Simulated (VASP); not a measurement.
# Al (Fm-3m) in VASP: notebook

Runs on Al. Level: PBEsol. Tasks: single point.

All numbers are computed with VASP 6.6.1; they aren't measurements. Logs are shortened: lines on timing, memory, paths and dates and some standing lists are left out, and cuts for length are marked.

## 1. The cell of the first run

It takes space group Fm-3m (No. 225, cubic). The conventional cell has a = 3.461 Å, b = 3.461 Å, c = 3.461 Å, α = 90.00°, β = 90.00°, γ = 90.00°. Al (site symmetry m-3m) has 12 Al at 2.45 Å within 3.2 Å.

## 2. Single point, PBEsol (volume scaled by 0.64)

File INCAR:

```
SYSTEM = Al
PREC     = Accurate       ! precision mode
ENCUT    = 520            ! plane-wave cutoff, eV
EDIFF    = 1E-6           ! SCF threshold, eV
ISMEAR   = -1             ! smearing method
SIGMA    = 0.08           ! smearing width, eV
LREAL    = .FALSE.        ! projectors in reciprocal space
LASPH    = .TRUE.         ! aspherical terms in the spheres
NELM     = 100            ! most SCF steps
ALGO     = Normal         ! electronic algorithm
ISIF     = 2              ! what is computed and relaxed
LWAVE    = .FALSE.        ! write WAVECAR
LCHARG   = .TRUE.         ! write CHGCAR
GGA      = PS             ! functional
LELF     = .TRUE.         ! ELF
LVHAR    = .TRUE.       
NBANDS   = 8              ! bands
```

File KPOINTS:

```
regular mesh
0
G
  18 18 18
  0 0 0
```

File POSCAR:

```
Al
1.0
    0.0000000000      1.7302643858      1.7302643858
    1.7302643858      0.0000000000      1.7302643858
    1.7302643858      1.7302643858      0.0000000000
Al
1
Direct
    0.0000000000      0.0000000000      0.0000000000
```

Potentials or basis: VASP PAW PBE potentials, release 64 (Al).

Run with:

```console
$ cat potpaw_PBE.64/Al/POTCAR > POTCAR
$ mpirun -np 1 vasp_std > vasp.out
```

OUTCAR:

```text
SYSTEM = Al
   PREC = Accurate
   ENCUT = 520
   EDIFF = 1E-6
   ISMEAR = -1
   LREAL = .FALSE.
   LASPH = .TRUE.
   NELM = 100
   ISIF = 2
   GGA = PS

 ion  position               nearest neighbor table
   1  0.000  0.000  0.000-

  LATTYP: Found a face centered cubic cell.
 ALAT       =     3.4605287716

  Lattice vectors:

 A1 = (   0.0000000000,   1.7302643858,   1.7302643858)
 A2 = (   1.7302643858,   0.0000000000,   1.7302643858)
 A3 = (   1.7302643858,   1.7302643858,   0.0000000000)

Analysis of symmetry for initial positions (statically):
=====================================================================
 Subroutine PRICEL returns:
 Original cell was already a primitive cell.

 Routine SETGRP: Setting up the symmetry group for a
 face centered cubic supercell.

 Subroutine GETGRP returns: Found 48 space group operations
 (whereof 48 operations were pure point group operations)
 out of a pool of 48 trial point group operations.

The static configuration has the point symmetry O_h .

Analysis of symmetry for dynamics (positions and initial velocities):
=====================================================================
 Subroutine PRICEL returns:
 Original cell was already a primitive cell.

 Routine SETGRP: Setting up the symmetry group for a
 face centered cubic supercell.

 Subroutine GETGRP returns: Found 48 space group operations
 (whereof 48 operations were pure point group operations)
 out of a pool of 48 trial point group operations.

The dynamic configuration has the point symmetry O_h .

 Subroutine INISYM returns: Found 48 space group operations
 (whereof 48 operations are pure point group operations),
 and found     1 'primitive' translations

----------------------------------------------------------------------------------------

                                     Primitive cell

  volume of cell :      10.3602

  direct lattice vectors                    reciprocal lattice vectors
     0.000000000  1.730264386  1.730264386    -0.288973179  0.288973179  0.288973179
     1.730264386  0.000000000  1.730264386     0.288973179 -0.288973179  0.288973179
     1.730264386  1.730264386  0.000000000     0.288973179  0.288973179 -0.288973179

  length of vectors
     2.446963361  2.446963361  2.446963361     0.500516228  0.500516228  0.500516228

  position of ions in fractional coordinates (direct lattice)
[... 76 lines left out ...]
   NELM   =    100;   NELMIN=  2; NELMDL= -5     # of ELM steps
   EDIFF  = 0.1E-05   stopping-criterion for ELM
   LREAL  =      F    real-space projection
   EDIFFG = 0.1E-04   stopping-criterion for IOM
   NSW    =      0    number of steps for IOM
   IBRION =     -1    ionic relax: 0-MD 1-quasi-New 2-CG
   NFREE  =      0    steps in history (QN), initial steepest desc. (CG)
   ISIF   =      2    stress and relaxation
   ISYM   =      2    0-nonsym 1-usesym 2-fastsym
   POTIM  = 0.5000    time-step for ionic-motion
   TEBEG  =    0.0;   TEEND  =   0.0 temperature during run
   PSTRESS=    0.0 pullay stress
   NELECT =       3.0000    total number of electrons
   NUPDOWN=      -1.0000    fix difference up-down
   EMIN   =  10.00;   EMAX   =-10.00  energy-range for DOS
   EFERMI =   0.00;   METHOD = LEGACY
   ISMEAR =    -1;   SIGMA  =   0.08  broadening in eV -4-tet -1-fermi 0-gaus
   EFERMI_NEDOS =   21; number of points for ismear=-14 and -15
   IALGO  =     38    algorithm
   IMIX   =      4    mixing-type and parameters
     AMIX     =   0.40;   BMIX     =  1.00
     AMIX_MAG =   1.60;   BMIX_MAG =  1.00
  volume/ion in A,a.u.               =      10.36        69.91
  Fermi-wavevector in a.u.,A,eV,Ry     =   1.083077  2.046719 15.960401  1.173056
  Thomas-Fermi vector in A             =   2.219134
   LORBIT       =      0    0 simple, 1 ext, 2 COOP (PROOUT), +10 PAW based schemes
   GGA     = PS    functional components
   LHFCALC =     F    Hartree Fock is set to
   AEXX    =    0.0000 exact exchange contribution
   IVDW    =     0    specifies the selected vdW correction
   LEPSILON=     F    determine dielectric tensor
   LRPA    =     F    only Hartree local field effects (RPA)
 non-spin polarized calculation
  energy-cutoff  :      520.00
  volume of cell :       10.36
 maximum number of plane-waves:       292
   NGX =  9   NGY =  9   NGZ =  9

 number of electron       3.0000000 magnetization

 Free energy of the ion-electron system (eV)
  ---------------------------------------------------
  ext. energy  EPLUGINS =         0.00000000
  ---------------------------------------------------
  free energy    TOTEN  =        -2.90762812 eV

  energy without entropy =       -2.90122935  energy(sigma->0) =       -2.90442873

 E-fermi :  13.6202     XC(G=0): -12.0924

 val. band max:       13.5909103624   @ k =   0.5000   0.3889   0.0000
 cond. band min:      13.6300004126   @ k =  -0.4444   0.3889   0.0556
 fundamental gap:      0.0390900502
 Fermi energy:        13.6202262910

 k-point     1 :       0.0000    0.0000    0.0000
  band No.  band energies     occupation
      1      -0.9654      2.00000
      2      29.2346      0.00000
      3      29.2346      0.00000
      4      29.2346      0.00000
      5      34.0641      0.00000
      6      34.9863      0.00000
      7      34.9863      0.00000
      8      34.9863      0.00000
[... 243 lines left out ...]
 k-point    24 :      -0.2222    0.0556    0.0000
  band No.  band energies     occupation
      1       1.2467      2.00000
      2      18.6661      0.00000
      3      26.1269      0.00000
      4      29.3629      0.00000
      5      32.6280      0.00000
      6      33.6032      0.00000
      7      34.7774      0.00000
      8      38.2367      0.00000

 [... further k-points ...]

------------------------ aborting loop because EDIFF is reached ----------------------------------------

  FORCE on cell =-STRESS in cart. coord.  units (eV):
  Direction    XX          YY          ZZ          XY          YZ          ZX
  --------------------------------------------------------------------------------------
  -------------------------------------------------------------------------------------
  Total        6.2044102      6.2044102      6.2044102     -0.0000000     -0.0000000      0.0000000
  in kB      959.4971369    959.4971369    959.4971369     -0.0000000     -0.0000000      0.0000000
  external PRESSURE =     959.4971369 kB  Pullay stress =       0.0000000 kB

 VOLUME and BASIS-vectors are now :
 -----------------------------------------------------------------------------
  energy-cutoff  :      520.00
  volume of cell :       10.36
      direct lattice vectors                 reciprocal lattice vectors
     0.000000000  1.730264386  1.730264386    -0.288973179  0.288973179  0.288973179
     1.730264386  0.000000000  1.730264386     0.288973179 -0.288973179  0.288973179
     1.730264386  1.730264386  0.000000000     0.288973179  0.288973179 -0.288973179

 POSITION                                       TOTAL-FORCE (eV/Angst)
 -----------------------------------------------------------------------------------
      0.00000      0.00000      0.00000         0.000000      0.000000      0.000000
 -----------------------------------------------------------------------------------
    total drift:                                0.000000     -0.000000     -0.000000

  FREE ENERGIE OF THE ION-ELECTRON SYSTEM (eV)
  ---------------------------------------------------
  free  energy   TOTEN  =        -2.9076281223 eV

  energy  without entropy=       -2.9012293468  energy(sigma->0) =       -2.90442873
```

Wall time 24 s (1 thread of AMD EPYC 7R13, shared host); peak memory 0.09 GiB.

What came out:

```yaml
Free_energy: -2.9076 eV
Pressure: 95.9 GPa
```

Caveat: the PAW data sets were made with another functional, which shifts forces and pressure a little.

## 3. Single point, PBEsol (volume scaled by 0.72)

File INCAR:

```
PREC     = Accurate       # precision mode
ENCUT    = 520            # plane-wave cutoff, eV
EDIFF    = 1E-6           # SCF threshold, eV
ISMEAR   = -1             # smearing method
SIGMA    = 0.08           # smearing width, eV
LREAL    = F              # projectors in reciprocal space
LASPH    = T              # aspherical terms in the spheres
NELM     = 80             # most SCF steps
ALGO     = Normal         # electronic algorithm
ISIF     = 2              # what is computed and relaxed
LWAVE    = F              # write WAVECAR
LCHARG   = T              # write CHGCAR
GGA      = PS             # functional
LELF     = T              # ELF
LVHAR    = T            
NBANDS   = 8              # bands
```

File KPOINTS:

```
Automatic mesh
0
Gamma
  18 18 18
```

File POSCAR:

```
Al
1.0
    0.0000000000      1.7995474792      1.7995474792
    1.7995474792      0.0000000000      1.7995474792
    1.7995474792      1.7995474792      0.0000000000
Al
1
Direct
    0.0000000000      0.0000000000      0.0000000000
```

Potentials or basis: VASP PAW PBE potentials, release 64 (Al).

Run with:

```console
$ cat potpaw_PBE.64/Al/POTCAR > POTCAR
$ mpirun -np 1 vasp_std > vasp.out
```

Run time: 27 s. Hardware: 1 thread of AMD EPYC 7R13, shared host; peak memory 0.1 GiB.

It converged, with:

* Free energy: -3.5068 eV
* Pressure: 55.5 GPa

Levels at points of the mesh, in eV from the Fermi level:
```csv
k point,band 1,band 2,band 3,band 4
"(0.00, 0.00, 0.00)",-13.68,14.75,14.75,14.75
"(0.50, 0.00, 0.00)",-5.99,-4.85,13.23,13.23
"(0.50, 0.50, 0.00)",-3.68,-1.85,5.34,7.58
```

Caveat: the PAW data sets were made with another functional, which shifts forces and pressure a little.
